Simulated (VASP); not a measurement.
Cu, 4 atoms in the cell. The structure is hexagonal, space group P6_3/mmc (No. 194). Conventional cell: a = 2.481 Å, b = 2.481 Å, c = 8.155 Å, α = 90.00°, β = 90.00°, γ = 120.00°. Within 3.3 Å of Cu (site symmetry -3m) lie 12 Cu at 2.48 to 2.49 Å. Within 3.3 Å of Cu (site symmetry -6m2) lie 12 Cu at 2.48 to 2.49 Å. 

| Property | Result |
| --- | --- |
| Program | VASP 6.6.1 |
| Task | single point |
| Functional | LDA |
| Potentials or basis | VASP PAW LDA potentials, release 64 (Cu) |
| Cutoff | 520 eV |
| k mesh | 11 × 11 × 3 |
| Occupations | methfessel-paxton, width 0.1 eV |
| Spin | no spin polarisation |
| Dipole correction | no |
| Further INCAR settings | ALGO = Normal; EDIFF = 1e-06; NBANDS = 30 |

Potentials or basis: VASP PAW LDA potentials, release 64 (Cu).

Run with:

```console
$ cat potpaw_LDA.64/Cu/POTCAR > POTCAR
$ mpirun -np 1 vasp_std > vasp.out
```

Hardware: 1 thread of AMD EPYC 7R13 Processor (Zen 3) (shared host).

Q: Estimate the wall time of this run.

A: Run time: 27 s on 1 thread of AMD EPYC 7R13 Processor (Zen 3) (shared host), peak memory 0.12 GiB. Counts: scf iterations 14, k points 32.
